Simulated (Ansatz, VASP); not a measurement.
AlNi: VASP beside Ansatz

```
Ni Al
1.0
     1.93869   -1.95319    0.00000
     1.93869    1.95319    0.00000
     0.00000    0.00000    3.09943
Ni Al
1 1
Direct
  0.50000 0.50000 0.50000
  0.00000 0.00000 0.00000
```

Alike in both runs: task single point; functional LDA; k mesh 10 × 10 × 9; occupations fermi-dirac, width 0.05 eV; collinear spin.

|  | VASP | Ansatz |
| --- | --- | --- |
| version | VASP 6.6.1 | Ansatz 0.2.0 |
| potentials or method | VASP PAW LDA potentials, release 64 (Ni, Al) | Ansatz PAW |
| plane-wave cutoff (eV) | 520 | 420 |
| valence electrons in the cell | 13 | 21 |

|  | VASP | Ansatz | Ansatz less VASP |
| --- | --- | --- | --- |
| gap on the k mesh at the Fermi level (eV) | none | none | - |
| pressure (GPa) | -4.7 | -5.0 | -0.28 |
| traceless stress, the component that is largest in VASP (GPa) | -4.86 | -4.72 | +0.140 |
| net moment per atom (μB) | 0.00 | 0.00 | 0.000 |

LDA's correlation is that of Perdew and Zunger in VASP and of Perdew and Wang (1992) in Ansatz. A gap of «none» marks a metal or a gap that the smearing closes. VASP's potentials hold 13 valence electrons a cell and Ansatz's 21, so a difference there can come from the potentials and not from the codes.
